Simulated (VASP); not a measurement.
Runs of VASP 6.6.1 on Tl. The structure is that of space group Fm-3m (No. 225), or close to it. The cells are those of the table. 

| cell | gap on the mesh (eV) | pressure (GPa) |
| --- | --- | --- |
| a = 3.514, b = 3.514, c = 3.488 Å, angles 60.2, 60.2, 59.5°, 1 atom | none | -1.2 |
| a = 3.514, b = 3.514, c = 3.540 Å, angles 59.8, 59.8, 60.5°, 1 atom | none | -1.6 |
| a = 3.541, b = 3.541, c = 3.488 Å, angles 60.5, 60.5, 59.0°, 1 atom | none | -1.6 |
| a = 3.515, b = 3.515, c = 3.436 Å, angles 60.7, 60.7, 58.5°, 1 atom | none | -0.8 |
| a = 3.462, b = 3.462, c = 3.488 Å, angles 59.8, 59.8, 60.5°, 1 atom | none | (a) |

Alike in all rows: task single point; level PBE+D3(BJ); potentials or basis VASP PAW PBE potentials, release 64 (Tl_d); no spin polarisation; k mesh 16 × 16 × 16; cutoff (eV) 520; smearing gaussian 0.15 eV.

Task: Fill in the values left out.

Result: (a) -0.4.

Caveats: spin-orbit coupling is left out, which moves the levels of the heavy elements.

A k mesh can miss the band edges, and the runs leave out spin-orbit coupling on Tl.

A gap of «none» marks levels without a gap at the run's occupations.
